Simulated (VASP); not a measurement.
Here is a VASP 6.6.1 calculation.

Contents of INCAR:

```
  PREC = Accurate
  ENCUT = 500
  EDIFF = 1E-6
  ISMEAR = 0
  SIGMA = 0.15
  LREAL = F
  LASPH = T
  NELM = 120
  ALGO = Normal
  ISIF = 2
  LWAVE = F
  LCHARG = T
  GGA = CA
  LELF = T
  LVHAR = T
  NBANDS = 12
  GGA_COMPAT = F
```

File KPOINTS:

```
Automatic mesh
0
Gamma
  20 20 20
```

Contents of POSCAR:

```
Au
1.0
   -1.6075509300      1.6075509300      1.6075509300
    1.6075509300     -1.6075509300      1.6075509300
    1.6075509300      1.6075509300     -1.6075509300
Au
1
Direct
    0.0000000000      0.0000000000      0.0000000000
```

Potentials or basis: VASP PAW LDA potentials, release 64 (Au).

Run with:

```console
$ cat potpaw_LDA.64/Au/POTCAR > POTCAR
$ mpirun -np 1 vasp_std > vasp.out
```

What does it give for the pressure?

0.4 GPa.

Caveat: the cell differs from its parent crystal (strain -0.030 along x and y, -0.030 along z).
